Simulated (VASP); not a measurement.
# Sb in VASP: single point with revPBE+D3(BJ)

Aim: the single point of Sb with revPBE+D3(BJ).

Program: VASP 6.6.1. These are calculated values, not measurements. Logs are shortened: lines on timing, memory, paths and dates and some standing lists are left out, and cuts for length are marked.

### 1 The cell of the first run

The cell holds a sheet with vacuum, 2 atoms: a = 4.059 Å, b = 4.059 Å, c = 27.100 Å, α = 90.00°, β = 90.00°, γ = 120.00°.

### 2 Single point, revPBE+D3(BJ)

Input file INCAR:

```
PREC     = Accurate       # precision mode
ENCUT    = 400            # plane-wave cutoff, eV
EDIFF    = 1E-6           # SCF threshold, eV
ISMEAR   = 0              # smearing method
SIGMA    = 0.03           # smearing width, eV
LREAL    = F              # projectors in reciprocal space
LASPH    = T              # aspherical terms in the spheres
NELM     = 120            # most SCF steps
ALGO     = Normal         # electronic algorithm
ISIF     = 2              # what is computed and relaxed
LWAVE    = F              # write WAVECAR
LCHARG   = T              # write CHGCAR
LDIPOL   = T            
IDIPOL   = 3            
DIPOL    = 0.5 0.5 0.289
GGA      = RE             # functional
IVDW     = 12             # dispersion correction
LELF     = T              # ELF
LVHAR    = T            
LVACPOTAV= T            
NBANDS   = 12             # bands
GGA_COMPAT= F            
NELMDL   = -8
```

Input file KPOINTS:

```
regular mesh
0
Gamma
  12 12 1
```

Input file POSCAR:

```
Sb
1.0
    4.0587742730      0.0000000000      0.0000000000
   -2.0293871365      3.5150016287      0.0000000000
    0.0000000000      0.0000000000     27.1000000030
Sb
2
Direct
    0.3333333333      0.6666666667      0.2580857496
    0.6666666667      0.3333333333      0.3194050253
```

Potentials or basis: VASP PAW PBE potentials, release 64 (Sb).

The run is started by

```
> cat potpaw_PBE.64/Sb/POTCAR > POTCAR
> mpirun -np 1 vasp_std > vasp.out
```

OUTCAR:

```text
PREC = Accurate
   ENCUT = 400
   EDIFF = 1E-6
   ISMEAR = 0
   LREAL = F
   LASPH = T
   NELM = 120
   ISIF = 2
   GGA = RE
   IVDW = 12
   NELMDL = -8
 IVDW          = 12

 ion  position               nearest neighbor table
   1  0.333  0.667  0.258-   2 2.87   2 2.87   2 2.87
   2  0.667  0.333  0.319-   1 2.87   1 2.87   1 2.87

  LATTYP: Found a hexagonal cell.
 ALAT       =     4.0587742730
 C/A-ratio  =     6.6768926233

  Lattice vectors:

 A1 = (   4.0587742730,   0.0000000000,   0.0000000000)
 A2 = (  -2.0293871365,   3.5150016287,   0.0000000000)
 A3 = (   0.0000000000,   0.0000000000,  27.1000000030)

Analysis of symmetry for initial positions (statically):
=====================================================================
 Subroutine PRICEL returns:
 Original cell was already a primitive cell.

 Routine SETGRP: Setting up the symmetry group for a
 hexagonal supercell.

 Subroutine GETGRP returns: Found 12 space group operations
 (whereof  6 operations were pure point group operations)
 out of a pool of 24 trial point group operations.

The static configuration has the point symmetry C_3v.
 The point group associated with its full space group is D_3d.

Analysis of symmetry for dynamics (positions and initial velocities):
=====================================================================
 Subroutine PRICEL returns:
 Original cell was already a primitive cell.

 Routine SETGRP: Setting up the symmetry group for a
 hexagonal supercell.

 Subroutine GETGRP returns: Found 12 space group operations
 (whereof  6 operations were pure point group operations)
 out of a pool of 24 trial point group operations.

The dynamic configuration has the point symmetry C_3v.
 The point group associated with its full space group is D_3d.

 Subroutine INISYM returns: Found 12 space group operations
 (whereof  6 operations are pure point group operations),
 and found     1 'primitive' translations

----------------------------------------------------------------------------------------

                                     Primitive cell

  volume of cell :     386.6248

  direct lattice vectors                    reciprocal lattice vectors
     4.058774273  0.000000000  0.000000000     0.246379802  0.142247445  0.000000000
    -2.029387137  3.515001629  0.000000000     0.000000000  0.284494890  0.000000000
     0.000000000  0.000000000 27.100000003     0.000000000  0.000000000  0.036900369

  length of vectors
     4.058774273  4.058774273 27.100000003     0.284494890  0.284494890  0.036900369

  position of ions in fractional coordinates (direct lattice)
     0.333333333  0.666666667  0.258085750
     0.666666667  0.333333333  0.319405025

  ion indices of the primitive-cell ions
   primitive index   ion index
                 1           1
                 2           2

----------------------------------------------------------------------------------------

 KPOINTS: regular mesh

Automatic generation of k-mesh.
 Grid dimensions read from file:
 generate k-points for:   12   12    1

 Generating k-lattice:

  Cartesian coordinates                     Fractional coordinates (reciprocal lattice)
     0.020531650  0.011853954  0.000000000     0.083333333  0.000000000  0.000000000
     0.000000000  0.023707907  0.000000000     0.000000000  0.083333333  0.000000000
     0.000000000  0.000000000  0.036900369     0.000000000  0.000000000  1.000000000

  Length of vectors
     0.023707907  0.023707907  0.036900369

  Shift w.r.t. Gamma in fractional coordinates (k-lattice)
     0.000000000  0.000000000  0.000000000

 Subroutine IBZKPT returns following result:
 ===========================================

 Found     19 irreducible k-points:

 Following reciprocal coordinates:
            Coordinates               Weight
  0.000000  0.000000  0.000000      1.000000
  0.083333  0.000000  0.000000      6.000000
  0.166667  0.000000  0.000000      6.000000
  0.250000  0.000000  0.000000      6.000000
  0.333333  0.000000  0.000000      6.000000
  0.416667  0.000000  0.000000      6.000000
[... 11 lines left out ...]
  0.333333  0.250000  0.000000     12.000000
  0.333333  0.333333  0.000000      2.000000
   k-points           NKPTS =     19   k-points in BZ     NKDIM =     19   number of bands    NBANDS=     12
   number of dos      NEDOS =    301   number of ions     NIONS =      2
   total plane-waves  NPLWV = 141120
   dimension x,y,z NGX =    28 NGY =   28 NGZ =  180
   dimension x,y,z NGXF=    56 NGYF=   56 NGZF=  360
   ions per type =               2
   NGX,Y,Z   is equivalent  to a cutoff of  11.47, 11.47, 11.04 a.u.
   NGXF,Y,Z  is equivalent  to a cutoff of  22.94, 22.94, 22.08 a.u.
 SYSTEM =  unknown system
   PREC   = accura    normal or accurate (medium, high low for compatibility)
   ISTART =      0    job   : 0-new  1-cont  2-samecut
   ICHARG =      2    charge: 1-file 2-atom 10-const
   ISPIN  =      1    spin polarized calculation?
   LNONCOLLINEAR =      F non collinear calculations
   LSORBIT =      F    spin-orbit coupling
   LASPH  =      T    aspherical Exc in radial PAW
   ENCUT  =  400.0 eV  29.40 Ry    5.42 a.u.   6.62  6.62 44.19*2*pi/ulx,y,z
   NELM   =    120;   NELMIN=  2; NELMDL= -8     # of ELM steps
   EDIFF  = 0.1E-05   stopping-criterion for ELM
   LREAL  =      F    real-space projection
   EDIFFG = 0.1E-04   stopping-criterion for IOM
   NSW    =      0    number of steps for IOM
   IBRION =     -1    ionic relax: 0-MD 1-quasi-New 2-CG
   NFREE  =      0    steps in history (QN), initial steepest desc. (CG)
   ISIF   =      2    stress and relaxation
   ISYM   =      2    0-nonsym 1-usesym 2-fastsym
   POTIM  = 0.5000    time-step for ionic-motion
   TEBEG  =    0.0;   TEEND  =   0.0 temperature during run
   PSTRESS=    0.0 pullay stress
   NELECT =      10.0000    total number of electrons
   NUPDOWN=      -1.0000    fix difference up-down
   EMIN   =  10.00;   EMAX   =-10.00  energy-range for DOS
   EFERMI =   0.00;   METHOD = LEGACY
   ISMEAR =     0;   SIGMA  =   0.03  broadening in eV -4-tet -1-fermi 0-gaus
   EFERMI_NEDOS =   21; number of points for ismear=-14 and -15
   IALGO  =     38    algorithm
   IMIX   =      4    mixing-type and parameters
     AMIX     =   0.40;   BMIX     =  1.00
     AMIX_MAG =   1.60;   BMIX_MAG =  1.00
  volume/ion in A,a.u.               =     193.31      1304.54
  Fermi-wavevector in a.u.,A,eV,Ry     =   0.484148  0.914907  3.189198  0.234399
  Thomas-Fermi vector in A             =   1.483690
   LORBIT       =      0    0 simple, 1 ext, 2 COOP (PROOUT), +10 PAW based schemes
   GGA     = RE    functional components
   LHFCALC =     F    Hartree Fock is set to
   AEXX    =    0.0000 exact exchange contribution
   IVDW    =    12    specifies the selected vdW correction
   LEPSILON=     F    determine dielectric tensor
   LRPA    =     F    only Hartree local field effects (RPA)
 non-spin polarized calculation
 Gauss-broadening in eV      SIGMA  =   0.03
  energy-cutoff  :      400.00
  volume of cell :      386.62
 maximum number of plane-waves:      7097
 NGX is ok and might be reduce to    28
   NGX = 13   NGY = 13   NGZ = 89

 dipolmoment           0.000000      0.000000      0.000000 electrons x Angstroem

 number of electron      10.0000000 magnetization

 dipolmoment           0.000000      0.000000     -0.000000 electrons x Angstroem

 Free energy of the ion-electron system (eV)
  ---------------------------------------------------
  ext. energy  EPLUGINS =         0.00000000
  ---------------------------------------------------
  free energy    TOTEN  =        -7.61944658 eV

  energy without entropy =       -7.61944658  energy(sigma->0) =       -7.61944658

 E-fermi :  -2.6842     XC(G=0):  -2.0143

 val. band max:       -2.8095326871   @ k =   0.0000   0.0000   0.0000
 cond. band min:      -1.6319473230   @ k =   0.3333   0.0000   0.0000
 fundamental gap:      1.1775853641
 Fermi energy:        -2.6842237404

 k-point     1 :       0.0000    0.0000    0.0000
  band No.  band energies     occupation
      1     -14.3333      2.00000
      2      -9.2939      2.00000
      3      -3.6464      2.00000
      4      -2.8095      2.00000
      5      -2.8095      2.00000
      6      -1.1170      0.00000
      7      -0.0285      0.00000
      8      -0.0285      0.00000
      9       1.2264      0.00000
     10       1.4575      0.00000
     11       1.9313      0.00000
     12       2.2292      0.00000

 k-point     2 :       0.0833    0.0000    0.0000
  band No.  band energies     occupation
      1     -14.2565      2.00000
      2      -9.2829      2.00000
      3      -3.6103      2.00000
      4      -3.5607      2.00000
      5      -2.9902      2.00000
      6      -0.6609      0.00000
      7      -0.0951      0.00000
      8       0.1401      0.00000
      9       1.3378      0.00000
     10       1.5444      0.00000
     11       2.0153      0.00000
     12       2.3169      0.00000

 k-point     3 :       0.1667    0.0000    0.0000
  band No.  band energies     occupation
      1     -14.0287      2.00000
      2      -9.2838      2.00000
      3      -4.6933      2.00000
      4      -3.5320      2.00000
      5      -3.3884      2.00000
      6      -1.0574      0.00000
      7       0.4574      0.00000
      8       0.5156      0.00000
      9       1.6020      0.00000
     10       1.8106      0.00000
     11       2.2625      0.00000
     12       2.5660      0.00000
[... 211 lines left out ...]
 k-point    18 :       0.3333    0.2500    0.0000
  band No.  band energies     occupation
      1     -11.9222      2.00000
      2     -10.9227      2.00000
      3      -6.3420      2.00000
      4      -5.1455      2.00000
      5      -4.4342      2.00000
      6      -1.2873      0.00000
      7       0.2845      0.00000
      8       0.8139      0.00000
      9       3.4419      0.00000
     10       3.9572      0.00000
     11       4.1296      0.00000
     12       4.6153      0.00000

 k-point    19 :       0.3333    0.3333    0.0000
  band No.  band energies     occupation
      1     -11.4090      2.00000
      2     -11.4090      2.00000
      3      -6.5200      2.00000
      4      -4.7820      2.00000
      5      -4.7820      2.00000
      6      -1.4957      0.00000
      7       0.6709      0.00000
      8       0.6709      0.00000
      9       3.7394      0.00000
     10       4.5410      0.00000
     11       4.5410      0.00000
     12       4.9812      0.00000

------------------------ aborting loop because EDIFF is reached ----------------------------------------

 Edisp (eV)   -0.92195

 E8    (eV) :    -0.6876

  FORCE on cell =-STRESS in cart. coord.  units (eV):
  Direction    XX          YY          ZZ          XY          YZ          ZX
  --------------------------------------------------------------------------------------
  -------------------------------------------------------------------------------------
  Total       0.00253     0.00253     0.12051     0.00000     0.00000    -0.00000
  in kB       0.01048     0.01048     0.49938     0.00000     0.00000    -0.00000
  external pressure =        0.17 kB  Pullay stress =        0.00 kB

 VOLUME and BASIS-vectors are now :
 -----------------------------------------------------------------------------
  energy-cutoff  :      400.00
  volume of cell :      386.62
      direct lattice vectors                 reciprocal lattice vectors
     4.058774273  0.000000000  0.000000000     0.246379802  0.142247445  0.000000000
    -2.029387137  3.515001629  0.000000000     0.000000000  0.284494890  0.000000000
     0.000000000  0.000000000 27.100000003     0.000000000  0.000000000  0.036900369

 POSITION                                       TOTAL-FORCE (eV/Angst)
 -----------------------------------------------------------------------------------
     -0.00000      2.34333      6.99412         0.000000      0.000000     -0.076186
      2.02939      1.17167      8.65588        -0.000000     -0.000000      0.076186
 -----------------------------------------------------------------------------------
    total drift:                               -0.000000     -0.000000     -0.000001

  FREE ENERGIE OF THE ION-ELECTRON SYSTEM (eV)
  ---------------------------------------------------
  free  energy   TOTEN  =        -8.5414013059 eV

  energy  without entropy=       -8.5414013059  energy(sigma->0) =       -8.54140131

 vacuum level on the upper side and lower side of the slab         1.776         1.776
```

It took 2.8 min on 1 thread of AMD EPYC 7R13, shared host; peak memory 0.33 GiB.

Results:

| Property | Result |
| --- | --- |
| Free energy | -8.5414 eV |
| Largest force | 0.076 eV/Å |
| Band gap on the k mesh | 1.18 eV, indirect (least direct gap 1.69 eV) |
| Dispersion energy per atom | -0.461 eV |

Forces in eV/Å, atoms in the order of the input:
```
Sb   0.000  0.000 -0.076
Sb   0.000  0.000  0.076
```

Caveat: the PAW data sets were made with another functional, which shifts forces and pressure a little; spin-orbit coupling is left out, which moves the levels of the heavy elements.
